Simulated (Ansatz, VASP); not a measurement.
Two plane-wave programs on CdSe

```
Cd Se
1.0
     0.00000    2.84295    2.84295
     2.84295    0.00000    2.84295
     2.84295    2.84295    0.00000
Cd Se
1 1
Direct
  0.00000 0.00000 0.00000
  0.50000 0.50000 0.50000
```

Alike in both runs: task single point; functional PBE; k mesh 6 × 6 × 6; occupations gaussian, width 0.2 eV; no spin polarisation.

```csv
,VASP,Ansatz
version,VASP 6.6.1,Ansatz 0.2.0
potentials or method,"VASP PAW PBE potentials, release 64 (Cd, Se)",plane waves
plane-wave cutoff (eV),520,420
valence electrons in the cell,18,36
```

Ansatz gave:

```
pressure (GPa) : 1.8
```

Problem. Estimate VASP's values.

Solution. Pressure (GPa): 2.2.

The functional is the same, so the differences come from potentials, cutoffs and numerics. VASP's potentials hold 18 valence electrons a cell and Ansatz's 36, so a difference there can come from the potentials and not from the codes.
